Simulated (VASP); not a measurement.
# Sr (Pm-3m) in VASP: single point with PBE

Aim: the single point of Sr with PBE.

All numbers are computed with VASP 6.6.1; they aren't measurements. Logs are shortened: lines on timing, memory, paths and dates and some standing lists are left out, and cuts for length are marked.

### Step 1. The cell of the first run

The structure is cubic, space group Pm-3m (No. 221). Conventional cell: a = 3.833 Å, b = 3.833 Å, c = 3.833 Å, α = 90.00°, β = 90.00°, γ = 90.00°. Sr (site symmetry m-3m) has 6 Sr at 3.83 Å within 5.0 Å.

### Step 2. Single point, PBE

INCAR

```
PREC     = Accurate       # precision mode
ENCUT    = 520            # plane-wave cutoff, eV
EDIFF    = 1E-6           # SCF threshold, eV
ISMEAR   = 0              # smearing method
SIGMA    = 0.15           # smearing width, eV
LREAL    = False          # projectors in reciprocal space
LASPH    = True           # aspherical terms in the spheres
NELM     = 100            # most SCF steps
ALGO     = Normal         # electronic algorithm
ISIF     = 2              # what is computed and relaxed
LWAVE    = False          # write WAVECAR
LCHARG   = False          # write CHGCAR
GGA      = PE             # functional
NBANDS   = 11             # bands
```

KPOINTS

```
Automatic mesh
0
Gamma
  16 16 16
```

POSCAR

```
Sr
1.0
   -1.2777069354      2.5554138708      2.5554138708
    2.5554138708     -1.2777069354      2.5554138708
    2.5554138708      2.5554138708     -1.2777069354
Sr
1
Direct
    0.0000000000      0.0000000000      0.0000000000
```

Potentials or basis: VASP PAW PBE potentials, release 64 (Sr_sv).

Started as:

```sh
cat potpaw_PBE.64/Sr_sv/POTCAR > POTCAR
mpirun -np 1 vasp_std > vasp.out
```

OUTCAR:

```text
PREC = Accurate
   ENCUT = 520
   EDIFF = 1E-6
   ISMEAR = 0
   LREAL = False
   LASPH = True
   NELM = 100
   ISIF = 2
   GGA = PE

 ion  position               nearest neighbor table
   1  0.000  0.000  0.000-

  LATTYP: Found a simple cubic cell.
 ALAT       =     3.8331208062

  Lattice vectors:

 A1 = (  -1.2777069354,   2.5554138708,   2.5554138708)
 A2 = (   2.5554138708,  -1.2777069354,   2.5554138708)
 A3 = (   2.5554138708,   2.5554138708,  -1.2777069354)

Analysis of symmetry for initial positions (statically):
=====================================================================
 Subroutine PRICEL returns:
 Original cell was already a primitive cell.

 Routine SETGRP: Setting up the symmetry group for a
 simple cubic supercell.

 Subroutine GETGRP returns: Found 48 space group operations
 (whereof 48 operations were pure point group operations)
 out of a pool of 48 trial point group operations.

The static configuration has the point symmetry O_h .

Analysis of symmetry for dynamics (positions and initial velocities):
=====================================================================
 Subroutine PRICEL returns:
 Original cell was already a primitive cell.

 Routine SETGRP: Setting up the symmetry group for a
 simple cubic supercell.

 Subroutine GETGRP returns: Found 48 space group operations
 (whereof 48 operations were pure point group operations)
 out of a pool of 48 trial point group operations.

The dynamic configuration has the point symmetry O_h .

 Subroutine INISYM returns: Found 48 space group operations
 (whereof 48 operations are pure point group operations),
 and found     1 'primitive' translations

----------------------------------------------------------------------------------------

                                     Primitive cell

  volume of cell :      56.3193

  direct lattice vectors                    reciprocal lattice vectors
    -1.277706935  2.555413871  2.555413871    -0.086961343  0.173922686  0.173922686
     2.555413871 -1.277706935  2.555413871     0.173922686 -0.086961343  0.173922686
     2.555413871  2.555413871 -1.277706935     0.173922686  0.173922686 -0.086961343

  length of vectors
     3.833120806  3.833120806  3.833120806     0.260884029  0.260884029  0.260884029

  position of ions in fractional coordinates (direct lattice)
     0.000000000  0.000000000  0.000000000

  ion indices of the primitive-cell ions
   primitive index   ion index
                 1           1

----------------------------------------------------------------------------------------

 KPOINTS: Automatic mesh

Automatic generation of k-mesh.
 Grid dimensions read from file:
 generate k-points for:   16   16   16

 Generating k-lattice:

  Cartesian coordinates                     Fractional coordinates (reciprocal lattice)
    -0.005435084  0.010870168  0.010870168     0.062500000  0.000000000  0.000000000
     0.010870168 -0.005435084  0.010870168     0.000000000  0.062500000  0.000000000
     0.010870168  0.010870168 -0.005435084     0.000000000  0.000000000  0.062500000

  Length of vectors
     0.016305252  0.016305252  0.016305252

  Shift w.r.t. Gamma in fractional coordinates (k-lattice)
     0.000000000  0.000000000  0.000000000

 Subroutine IBZKPT returns following result:
 ===========================================

 Found    165 irreducible k-points:

 Following reciprocal coordinates:
            Coordinates               Weight
  0.000000  0.000000  0.000000      1.000000
  0.062500  0.000000  0.000000      6.000000
  0.125000  0.000000  0.000000      6.000000
  0.187500  0.000000  0.000000      6.000000
  0.250000  0.000000  0.000000      6.000000
  0.312500  0.000000  0.000000      6.000000
[... 16 lines left out ...]
  0.437500  0.125000  0.000000     24.000000
  0.500000  0.125000  0.000000     12.000000
 [... further k-points ...]
   k-points           NKPTS =    165   k-points in BZ     NKDIM =    165   number of bands    NBANDS=     11
   number of dos      NEDOS =    301   number of ions     NIONS =      1
   total plane-waves  NPLWV =  27000
   dimension x,y,z NGX =    30 NGY =   30 NGZ =   30
   dimension x,y,z NGXF=    60 NGYF=   60 NGZF=   60
   ions per type =               1
   NGX,Y,Z   is equivalent  to a cutoff of  13.01, 13.01, 13.01 a.u.
   NGXF,Y,Z  is equivalent  to a cutoff of  26.02, 26.02, 26.02 a.u.
 SYSTEM =  unknown system
   PREC   = accura    normal or accurate (medium, high low for compatibility)
   ISTART =      0    job   : 0-new  1-cont  2-samecut
   ICHARG =      2    charge: 1-file 2-atom 10-const
   ISPIN  =      1    spin polarized calculation?
   LNONCOLLINEAR =      F non collinear calculations
   LSORBIT =      F    spin-orbit coupling
   LASPH  =      T    aspherical Exc in radial PAW
   ENCUT  =  520.0 eV  38.22 Ry    6.18 a.u.   7.13  7.13  7.13*2*pi/ulx,y,z
   NELM   =    100;   NELMIN=  2; NELMDL= -5     # of ELM steps
   EDIFF  = 0.1E-05   stopping-criterion for ELM
   LREAL  =      F    real-space projection
   EDIFFG = 0.1E-04   stopping-criterion for IOM
   NSW    =      0    number of steps for IOM
   IBRION =     -1    ionic relax: 0-MD 1-quasi-New 2-CG
   NFREE  =      0    steps in history (QN), initial steepest desc. (CG)
   ISIF   =      2    stress and relaxation
   ISYM   =      2    0-nonsym 1-usesym 2-fastsym
   POTIM  = 0.5000    time-step for ionic-motion
   TEBEG  =    0.0;   TEEND  =   0.0 temperature during run
   PSTRESS=    0.0 pullay stress
   NELECT =      10.0000    total number of electrons
   NUPDOWN=      -1.0000    fix difference up-down
   EMIN   =  10.00;   EMAX   =-10.00  energy-range for DOS
   EFERMI =   0.00;   METHOD = LEGACY
   ISMEAR =     0;   SIGMA  =   0.15  broadening in eV -4-tet -1-fermi 0-gaus
   EFERMI_NEDOS =   21; number of points for ismear=-14 and -15
   IALGO  =     38    algorithm
   IMIX   =      4    mixing-type and parameters
     AMIX     =   0.40;   BMIX     =  1.00
     AMIX_MAG =   1.60;   BMIX_MAG =  1.00
  volume/ion in A,a.u.               =      56.32       380.06
  Fermi-wavevector in a.u.,A,eV,Ry     =   0.920144  1.738819 11.519569  0.846664
  Thomas-Fermi vector in A             =   2.045416
   LORBIT       =      0    0 simple, 1 ext, 2 COOP (PROOUT), +10 PAW based schemes
   GGA     = PE    functional components
   LHFCALC =     F    Hartree Fock is set to
   AEXX    =    0.0000 exact exchange contribution
   IVDW    =     0    specifies the selected vdW correction
   LEPSILON=     F    determine dielectric tensor
   LRPA    =     F    only Hartree local field effects (RPA)
 non-spin polarized calculation
 Gauss-broadening in eV      SIGMA  =   0.15
  energy-cutoff  :      520.00
  volume of cell :       56.32
 maximum number of plane-waves:      1568
 NGX is ok and might be reduce to    30
   NGX = 15   NGY = 15   NGZ = 15

 number of electron      10.0000000 magnetization

 Free energy of the ion-electron system (eV)
  ---------------------------------------------------
  ext. energy  EPLUGINS =         0.00000000
  ---------------------------------------------------
  free energy    TOTEN  =        -1.25763708 eV

  energy without entropy =       -1.24436903  energy(sigma->0) =       -1.25100305

 E-fermi :   1.3590     XC(G=0):  -7.2628

 val. band max:        1.3097841268   @ k =   0.4375   0.3125   0.3125
 cond. band min:       1.3784639848   @ k =   0.5000   0.3125  -0.0000
 fundamental gap:      0.0686798580
 Fermi energy:         1.3590343246

 k-point     1 :       0.0000    0.0000    0.0000
  band No.  band energies     occupation
      1     -35.4613      2.00000
      2     -17.3096      2.00000
      3     -17.3096      2.00000
      4     -17.3096      2.00000
      5      -2.0578      2.00000
      6       2.0752      0.00000
      7       2.0752      0.00000
      8       6.3294      0.00000
      9       6.3294      0.00000
     10       6.3294      0.00000
     11       8.8021      0.00000

 k-point     2 :       0.0625    0.0000    0.0000
  band No.  band energies     occupation
      1     -35.4606      2.00000
      2     -17.3210      2.00000
      3     -17.3087      2.00000
      4     -17.3087      2.00000
      5      -2.0058      2.00000
      6       2.0938      0.00000
      7       2.1015      0.00000
      8       6.1969      0.00000
      9       6.1969      0.00000
     10       6.3365      0.00000
     11       8.5099      0.00000

 k-point     3 :       0.1250    0.0000    0.0000
  band No.  band energies     occupation
      1     -35.4585      2.00000
      2     -17.3534      2.00000
      3     -17.3060      2.00000
      4     -17.3060      2.00000
      5      -1.8528      2.00000
      6       2.1480      0.00000
      7       2.1669      0.00000
      8       5.8839      0.00000
      9       5.8839      0.00000
     10       6.3568      0.00000
     11       7.9231      0.00000

 k-point     4 :       0.1875    0.0000    0.0000
  band No.  band energies     occupation
      1     -35.4555      2.00000
      2     -17.4013      2.00000
      3     -17.3019      2.00000
      4     -17.3019      2.00000
      5      -1.6078      2.00000
      6       2.2282      0.00000
      7       2.2323      0.00000
      8       5.5159      0.00000
      9       5.5159      0.00000
     10       6.3875      0.00000
     11       7.3683      0.00000

 k-point     5 :       0.2500    0.0000    0.0000
  band No.  band energies     occupation
      1     -35.4518      2.00000
      2     -17.4570      2.00000
      3     -17.2971      2.00000
      4     -17.2971      2.00000
      5      -1.2839      2.00000
      6       2.2142      0.00000
      7       2.3373      0.00000
      8       5.1660      0.00000
      9       5.1660      0.00000
     10       6.4244      0.00000
     11       7.0133      0.00000
[... 211 lines left out ...]
 k-point    21 :       0.3125    0.1250    0.0000
  band No.  band energies     occupation
      1     -35.4455      2.00000
      2     -17.5071      2.00000
      3     -17.3346      2.00000
      4     -17.2887      2.00000
      5      -0.7065      2.00000
      6       2.1242      0.00000
      7       2.5730      0.00000
      8       4.4565      0.00000
      9       4.9192      0.00000
     10       6.1143      0.00000
     11       7.2519      0.00000

 k-point    22 :       0.3750    0.1250   -0.0000
  band No.  band energies     occupation
      1     -35.4424      2.00000
      2     -17.5528      2.00000
      3     -17.3302      2.00000
      4     -17.2846      2.00000
      5      -0.2846      2.00000
      6       1.7972      0.00004
      7       2.6811      0.00000
      8       4.3514      0.00000
      9       4.7035      0.00000
     10       6.1544      0.00000
     11       7.3052      0.00000

 k-point    23 :       0.4375    0.1250    0.0000
  band No.  band energies     occupation
      1     -35.4404      2.00000
      2     -17.5831      2.00000
      3     -17.3272      2.00000
      4     -17.2819      2.00000
      5       0.1374      2.00000
      6       1.4027      0.68077
      7       2.7623      0.00000
      8       4.2845      0.00000
      9       4.5697      0.00000
     10       6.1822      0.00000
     11       7.5085      0.00000

 k-point    24 :       0.5000    0.1250    0.0000
  band No.  band energies     occupation
      1     -35.4396      2.00000
      2     -17.5936      2.00000
      3     -17.3262      2.00000
      4     -17.2809      2.00000
      5       0.3825      2.00000
      6       1.1618      1.93704
      7       2.7928      0.00000
      8       4.2586      0.00000
      9       4.5243      0.00000
     10       6.1921      0.00000
     11       7.6271      0.00000

 [... further k-points ...]
[... 5 lines left out ...]
  --------------------------------------------------------------------------------------
  -------------------------------------------------------------------------------------
  Total        0.0301124      0.0301124      0.0301124      0.0000000      0.0000000      0.0000000
  in kB        0.8566405      0.8566405      0.8566405      0.0000000      0.0000000      0.0000000
  external PRESSURE =       0.8566405 kB  Pullay stress =       0.0000000 kB

 VOLUME and BASIS-vectors are now :
 -----------------------------------------------------------------------------
  energy-cutoff  :      520.00
  volume of cell :       56.32
      direct lattice vectors                 reciprocal lattice vectors
    -1.277706935  2.555413871  2.555413871    -0.086961343  0.173922686  0.173922686
     2.555413871 -1.277706935  2.555413871     0.173922686 -0.086961343  0.173922686
     2.555413871  2.555413871 -1.277706935     0.173922686  0.173922686 -0.086961343

 POSITION                                       TOTAL-FORCE (eV/Angst)
 -----------------------------------------------------------------------------------
      0.00000      0.00000      0.00000         0.000000     -0.000000     -0.000000
 -----------------------------------------------------------------------------------
    total drift:                               -0.000000     -0.000000      0.000000

  FREE ENERGIE OF THE ION-ELECTRON SYSTEM (eV)
  ---------------------------------------------------
  free  energy   TOTEN  =        -1.2576370766 eV

  energy  without entropy=       -1.2443690322  energy(sigma->0) =       -1.25100305
```

It took 80 s on 1 thread of Intel Xeon Platinum 8259CL at 2.50GHz (Skylake/Cascade Lake), shared host; peak memory 0.24 GiB.

Results:

| Property | Result |
| --- | --- |
| Free energy | -1.2576 eV |
| Pressure | 0.1 GPa |
| Band gap on the k mesh | zero (band 5 reaches 1.90 eV, above the bottom of band 6 at 1.06 eV) |

Levels at points of the mesh, in eV from the Fermi level:
```tsv
k point	band 1	band 2	band 3	band 4	band 5	band 6	band 7	band 8	band 9	band 10
(0.00, 0.00, 0.00)	-36.82	-18.67	-18.67	-18.67	-3.42	0.72	0.72	4.97	4.97	4.97
(0.50, 0.00, 0.00)	-36.80	-18.96	-18.64	-18.64	-1.22	-0.17	1.29	3.11	3.11	5.16
(0.50, 0.50, 0.00)	-36.78	-18.92	-18.92	-18.62	-0.49	0.74	2.33	2.33	3.54	3.54
(0.50, 0.50, 0.50)	-36.76	-18.89	-18.89	-18.89	0.54	0.54	0.54	4.53	5.22	5.22
```
